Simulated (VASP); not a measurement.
# Be2SnI2 (P-3m1) in VASP: single point with PBE

Aim: the single point of Be2SnI2 with PBE.

Everything below comes from runs of VASP 6.6.1. Logs are shortened: lines on timing, memory, paths and dates and some standing lists are left out, and cuts for length are marked.

### 1 The cell of the first run

Symmetry: P-3m1, No. 164, trigonal system. The conventional cell has a = 3.667 Å, b = 3.667 Å, c = 11.354 Å, α = 90.00°, β = 90.00°, γ = 120.00°. Sn (site symmetry -3m) has 6 Be at 2.84 Å and 6 Sn at 3.67 Å within 3.7 Å. I (site symmetry 3m) has 3 Be at 2.57 Å within 3.4 Å. Within 3.4 Å of Be (site symmetry 3m) lie 3 I at 2.57 Å and 3 Sn at 2.84 Å.

### 2 Single point, PBE

Input file INCAR:

```
SYSTEM = Be2SnI2
PREC = Accurate ; ENCUT = 520
EDIFF = 1E-6 ; ISMEAR = -1
SIGMA = 0.1 ; LREAL = .FALSE.
LASPH = .TRUE. ; NELM = 100
ALGO = Normal ; ISIF = 2
LWAVE = .FALSE. ; LCHARG = .TRUE.
GGA = PE ; LELF = .TRUE.
LVHAR = .TRUE. ; NBANDS = 24
```

Input file KPOINTS:

```
Automatic mesh
0
G
  9 9 4
  0 0 0
```

Input file POSCAR:

```
Be2SnI2
1.0
    3.6671712704     -0.0000002583      0.0000000000
   -1.8335854115      3.1758636094      0.0000000000
    0.0000000000      0.0000000000     11.3540897949
Sn I Be
1 2 2
Direct
    0.0000000000      0.0000000000      0.5000000000
    0.3333333333      0.6666666667      0.7954097702
    0.6666666667      0.3333333333      0.2045902298
    0.3333333333      0.6666666667      0.3329564183
    0.6666666667      0.3333333333      0.6670435817
```

Potentials or basis: VASP PAW PBE potentials, release 64 (Sn_d, I, Be).

Started as:

```console
> cat potpaw_PBE.64/Sn_d/POTCAR potpaw_PBE.64/I/POTCAR potpaw_PBE.64/Be/POTCAR > POTCAR
> mpirun -np 1 vasp_std > vasp.out
```

OUTCAR:

```text
SYSTEM = Be2SnI2
   PREC = Accurate
   ENCUT = 520
   EDIFF = 1E-6
   ISMEAR = -1
   LREAL = .FALSE.
   LASPH = .TRUE.
   NELM = 100
   ISIF = 2
   GGA = PE

 ion  position               nearest neighbor table
   1  0.000  0.000  0.500-   4 2.84   5 2.84   5 2.84   4 2.84   5 2.84   4 2.84
   2  0.333  0.667  0.795-   5 2.57   5 2.57   5 2.57
   3  0.667  0.333  0.205-   4 2.57   4 2.57   4 2.57
   4  0.333  0.667  0.333-   3 2.57   3 2.57   3 2.57   1 2.84   1 2.84   1 2.84
   5  0.667  0.333  0.667-   2 2.57   2 2.57   2 2.57   1 2.84   1 2.84   1 2.84

  LATTYP: Found a hexagonal cell.
 ALAT       =     3.6671712704
 C/A-ratio  =     3.0961438552

  Lattice vectors:

 A1 = (   3.6671712704,  -0.0000002583,   0.0000000000)
 A2 = (  -1.8335854115,   3.1758636094,   0.0000000000)
 A3 = (   0.0000000000,   0.0000000000,  11.3540897949)

Analysis of symmetry for initial positions (statically):
=====================================================================
 Subroutine PRICEL returns:
 Original cell was already a primitive cell.

 Routine SETGRP: Setting up the symmetry group for a
 hexagonal supercell.

 Subroutine GETGRP returns: Found 12 space group operations
 (whereof 12 operations were pure point group operations)
 out of a pool of 24 trial point group operations.

The static configuration has the point symmetry D_3d.

Analysis of symmetry for dynamics (positions and initial velocities):
=====================================================================
 Subroutine PRICEL returns:
 Original cell was already a primitive cell.

 Routine SETGRP: Setting up the symmetry group for a
 hexagonal supercell.

 Subroutine GETGRP returns: Found 12 space group operations
 (whereof 12 operations were pure point group operations)
 out of a pool of 24 trial point group operations.

The dynamic configuration has the point symmetry D_3d.

 Subroutine INISYM returns: Found 12 space group operations
 (whereof 12 operations are pure point group operations),
 and found     1 'primitive' translations

----------------------------------------------------------------------------------------

                                     Primitive cell

  volume of cell :     132.2347

  direct lattice vectors                    reciprocal lattice vectors
     3.667171270 -0.000000258  0.000000000     0.272689756  0.157437479  0.000000000
    -1.833585412  3.175863609  0.000000000     0.000000022  0.314874996  0.000000000
     0.000000000  0.000000000 11.354089795     0.000000000  0.000000000  0.088073991

  length of vectors
     3.667171270  3.667171270 11.354089795     0.314874996  0.314874996  0.088073991

  position of ions in fractional coordinates (direct lattice)
     0.000000000  0.000000000  0.500000000
     0.333333333  0.666666667  0.795409770
     0.666666667  0.333333333  0.204590230
     0.333333333  0.666666667  0.332956418
     0.666666667  0.333333333  0.667043582

  ion indices of the primitive-cell ions
   primitive index   ion index
                 1           1
                 2           2
                 3           3
                 4           4
                 5           5

----------------------------------------------------------------------------------------

 KPOINTS: Automatic mesh

Automatic generation of k-mesh.
 Grid dimensions read from file:
 generate k-points for:    9    9    4

 Generating k-lattice:

  Cartesian coordinates                     Fractional coordinates (reciprocal lattice)
     0.030298862  0.017493053  0.000000000     0.111111111 -0.000000000  0.000000000
     0.000000002  0.034986111  0.000000000     0.000000000  0.111111111  0.000000000
     0.000000000  0.000000000  0.022018498     0.000000000  0.000000000  0.250000000

  Length of vectors
     0.034986111  0.034986111  0.022018498

  Shift w.r.t. Gamma in fractional coordinates (k-lattice)
     0.000000000  0.000000000  0.000000000

 Subroutine IBZKPT returns following result:
 ===========================================

 Found     43 irreducible k-points:

 Following reciprocal coordinates:
            Coordinates               Weight
  0.000000  0.000000  0.000000      1.000000
  0.111111  0.000000  0.000000      6.000000
  0.222222  0.000000  0.000000      6.000000
  0.333333  0.000000  0.000000      6.000000
  0.444444  0.000000  0.000000      6.000000
  0.111111  0.111111  0.000000      6.000000
[... 16 lines left out ...]
  0.222222  0.111111  0.250000     12.000000
 -0.111111  0.333333  0.250000     12.000000
 [... further k-points ...]
   k-points           NKPTS =     43   k-points in BZ     NKDIM =     43   number of bands    NBANDS=     24
   number of dos      NEDOS =    301   number of ions     NIONS =      5
   total plane-waves  NPLWV =  65856
   dimension x,y,z NGX =    28 NGY =   28 NGZ =   84
   dimension x,y,z NGXF=    56 NGYF=   56 NGZF=  168
   ions per type =               1   2   2
   NGX,Y,Z   is equivalent  to a cutoff of  12.69, 12.69, 12.30 a.u.
   NGXF,Y,Z  is equivalent  to a cutoff of  25.39, 25.39, 24.60 a.u.
 SYSTEM =  Be2SnI2
   PREC   = accura    normal or accurate (medium, high low for compatibility)
   ISTART =      0    job   : 0-new  1-cont  2-samecut
   ICHARG =      2    charge: 1-file 2-atom 10-const
   ISPIN  =      1    spin polarized calculation?
   LNONCOLLINEAR =      F non collinear calculations
   LSORBIT =      F    spin-orbit coupling
   LASPH  =      T    aspherical Exc in radial PAW
   ENCUT  =  520.0 eV  38.22 Ry    6.18 a.u.   6.82  6.82 21.11*2*pi/ulx,y,z
   NELM   =    100;   NELMIN=  2; NELMDL= -5     # of ELM steps
   EDIFF  = 0.1E-05   stopping-criterion for ELM
   LREAL  =      F    real-space projection
   EDIFFG = 0.1E-04   stopping-criterion for IOM
   NSW    =      0    number of steps for IOM
   IBRION =     -1    ionic relax: 0-MD 1-quasi-New 2-CG
   NFREE  =      0    steps in history (QN), initial steepest desc. (CG)
   ISIF   =      2    stress and relaxation
   ISYM   =      2    0-nonsym 1-usesym 2-fastsym
   POTIM  = 0.5000    time-step for ionic-motion
   TEBEG  =    0.0;   TEEND  =   0.0 temperature during run
   PSTRESS=    0.0 pullay stress
   NELECT =      32.0000    total number of electrons
   NUPDOWN=      -1.0000    fix difference up-down
   EMIN   =  10.00;   EMAX   =-10.00  energy-range for DOS
   EFERMI =   0.00;   METHOD = LEGACY
   ISMEAR =    -1;   SIGMA  =   0.10  broadening in eV -4-tet -1-fermi 0-gaus
   EFERMI_NEDOS =   21; number of points for ismear=-14 and -15
   IALGO  =     38    algorithm
   IMIX   =      4    mixing-type and parameters
     AMIX     =   0.40;   BMIX     =  1.00
     AMIX_MAG =   1.60;   BMIX_MAG =  1.00
  volume/ion in A,a.u.               =      26.45       178.47
  Fermi-wavevector in a.u.,A,eV,Ry     =   1.020179  1.927859 14.160470  1.040765
  Thomas-Fermi vector in A             =   2.153734
   LORBIT       =      0    0 simple, 1 ext, 2 COOP (PROOUT), +10 PAW based schemes
   GGA     = PE    functional components
   LHFCALC =     F    Hartree Fock is set to
   AEXX    =    0.0000 exact exchange contribution
   IVDW    =     0    specifies the selected vdW correction
   LEPSILON=     F    determine dielectric tensor
   LRPA    =     F    only Hartree local field effects (RPA)
 non-spin polarized calculation
  energy-cutoff  :      520.00
  volume of cell :      132.23
 maximum number of plane-waves:      3582
   NGX = 13   NGY = 13   NGZ = 43

 number of electron      32.0000011 magnetization

 Free energy of the ion-electron system (eV)
  ---------------------------------------------------
  ext. energy  EPLUGINS =         0.00000000
  ---------------------------------------------------
  free energy    TOTEN  =       -13.80370569 eV

  energy without entropy =      -13.76876546  energy(sigma->0) =      -13.78623557

 E-fermi :   5.3489     XC(G=0):  -8.7243

 val. band max:        5.3381101279   @ k =   0.4444   0.1111   0.5000
 cond. band min:       5.4379238469   @ k =   0.2222   0.2222   0.5000
 fundamental gap:      0.0998137190
 Fermi energy:         5.3489287900

 k-point     1 :       0.0000    0.0000    0.0000
  band No.  band energies     occupation
      1     -15.7578      2.00000
      2     -15.7578      2.00000
      3     -15.6412      2.00000
      4     -15.6412      2.00000
      5     -15.6400      2.00000
      6      -9.5327      2.00000
[... 16 lines left out ...]
     23      11.0895      0.00000
     24      11.0895      0.00000

 k-point     2 :       0.1111    0.0000    0.0000
  band No.  band energies     occupation
      1     -15.7588      2.00000
      2     -15.7502      2.00000
      3     -15.6453      2.00000
      4     -15.6421      2.00000
      5     -15.6356      2.00000
      6      -9.4197      2.00000
[... 16 lines left out ...]
     23      10.7872      0.00000
     24      11.1681      0.00000

 k-point     3 :       0.2222    0.0000    0.0000
  band No.  band energies     occupation
      1     -15.7621      2.00000
      2     -15.7310      2.00000
      3     -15.6558      2.00000
      4     -15.6446      2.00000
      5     -15.6237      2.00000
      6      -9.1064      2.00000
[... 16 lines left out ...]
     23      10.6155      0.00000
     24      11.1967      0.00000
[... 514 lines left out ...]
 k-point    23 :       0.2222    0.1111    0.2500
  band No.  band energies     occupation
      1     -15.7604      2.00000
      2     -15.7208      2.00000
      3     -15.6625      2.00000
      4     -15.6477      2.00000
      5     -15.6144      2.00000
      6      -8.8305      2.00000
[... 16 lines left out ...]
     23      10.3135      0.00000
     24      10.8002      0.00000

 k-point    24 :      -0.1111    0.3333    0.2500
  band No.  band energies     occupation
      1     -15.7604      2.00000
      2     -15.7208      2.00000
      3     -15.6625      2.00000
      4     -15.6477      2.00000
      5     -15.6144      2.00000
      6      -8.8306      2.00000
[... 16 lines left out ...]
     23      10.5413      0.00000
     24      10.9922      0.00000

 [... further k-points ...]

------------------------ aborting loop because EDIFF is reached ----------------------------------------

  FORCE on cell =-STRESS in cart. coord.  units (eV):
  Direction    XX          YY          ZZ          XY          YZ          ZX
  --------------------------------------------------------------------------------------
  -------------------------------------------------------------------------------------
  Total        0.0027130      0.0027130      0.0299209      0.0000000     -0.0000000      0.0000000
  in kB        0.0328711      0.0328711      0.3625263      0.0000000     -0.0000000      0.0000000
  external PRESSURE =       0.1427562 kB  Pullay stress =       0.0000000 kB

 VOLUME and BASIS-vectors are now :
 -----------------------------------------------------------------------------
  energy-cutoff  :      520.00
  volume of cell :      132.23
      direct lattice vectors                 reciprocal lattice vectors
     3.667171270 -0.000000258  0.000000000     0.272689756  0.157437479  0.000000000
    -1.833585412  3.175863609  0.000000000     0.000000022  0.314874996  0.000000000
     0.000000000  0.000000000 11.354089795     0.000000000  0.000000000  0.088073991

 POSITION                                       TOTAL-FORCE (eV/Angst)
 -----------------------------------------------------------------------------------
      0.00000      0.00000      5.67704        -0.000000      0.000000      0.000000
      0.00000      2.11724      9.03115        -0.000000     -0.000000      0.007271
      1.83359      1.05862      2.32294         0.000000      0.000000     -0.007271
      0.00000      2.11724      3.78042         0.000000      0.000000      0.003057
      1.83359      1.05862      7.57367         0.000000     -0.000000     -0.003057
 -----------------------------------------------------------------------------------
    total drift:                               -0.000000      0.000000      0.000000

  FREE ENERGIE OF THE ION-ELECTRON SYSTEM (eV)
  ---------------------------------------------------
  free  energy   TOTEN  =       -13.8037056874 eV

  energy  without entropy=      -13.7687654576  energy(sigma->0) =      -13.78623557
```

It took 84 s on 1 thread of Oxide Virtual Turin-like, shared host; peak memory 0.28 GiB.

What came out:

```
Free energy            : -13.8037 eV
Pressure               : 0.0 GPa
Largest force          : 0.007 eV/Å
Band gap on the k mesh : zero (bands 16 and 17 overlap by 3.48 eV)
```

Forces on the atoms (eV/Å):
```
Sn   0.000  0.000  0.000
I    0.000  0.000  0.007
I    0.000  0.000 -0.007
Be   0.000  0.000  0.003
Be   0.000  0.000 -0.003
```

Levels at points of the mesh, in eV from the Fermi level:
```tsv
k point	band 13	band 14	band 15	band 16	band 17	band 18	band 19	band 20
(0.00, 0.00, 0.00)	-1.62	-1.62	-1.58	2.50	3.01	3.01	3.34	3.59
(0.00, 0.00, 0.50)	-1.63	-1.62	-1.62	3.01	3.01	3.10	3.22	3.58
```

Caveat: spin-orbit coupling is left out, which moves the levels of the heavy elements; this functional lacks dispersion, which binds layers or chains, so the pressure and a relaxed spacing across them are unreliable.

The gap in the log of VASP goes by the Fermi energy; the results here count the filled bands.